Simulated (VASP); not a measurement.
Here is a VASP 6.6.1 calculation.

The input INCAR:

```
SYSTEM = Sb
ALGO     = Normal         ! electronic algorithm
EDIFF    = 1E-6           ! SCF threshold, eV
ENCUT    = 520            ! plane-wave cutoff, eV
GGA      = PE             ! functional
ISIF     = 2              ! what is computed and relaxed
ISMEAR   = -1             ! smearing method
LASPH    = .True.         ! aspherical terms in the spheres
LCHARG   = .False.        ! write CHGCAR
LREAL    = .False.        ! projectors in reciprocal space
LWAVE    = .False.        ! write WAVECAR
NBANDS   = 12             ! bands
NELM     = 80             ! most SCF steps
PREC     = Accurate       ! precision mode
SIGMA    = 0.06122561905347299 ! smearing width, eV
```

File KPOINTS:

```
k-points
0
Gamma
  9 9 9
  0 0 0
```

Contents of POSCAR:

```
Sb
1.0
    0.0000000000      3.4738768862      3.4738768862
    3.4738768862      0.0000000000      3.4738768862
    3.4738768862      3.4738768862      0.0000000000
Sb
2
Direct
    0.0000000000      0.0000000000      0.0000000000
    0.2500000000      0.2500000000      0.2500000000
```

Potentials or basis: VASP PAW PBE potentials, release 64 (Sb).

The run is started by

```bash
$ cat potpaw_PBE.64/Sb/POTCAR > POTCAR
$ mpirun -np 1 vasp_std > vasp.out
```

Problem. What does it give for the band gap on the k mesh?

Solution. Zero (band 5 reaches 4.48 eV, above the bottom of band 6 at 3.66 eV).

Problem. What does it give for the pressure?

Solution. 0.7 GPa.

Caveat: spin-orbit coupling is left out, which moves the levels of the heavy elements.
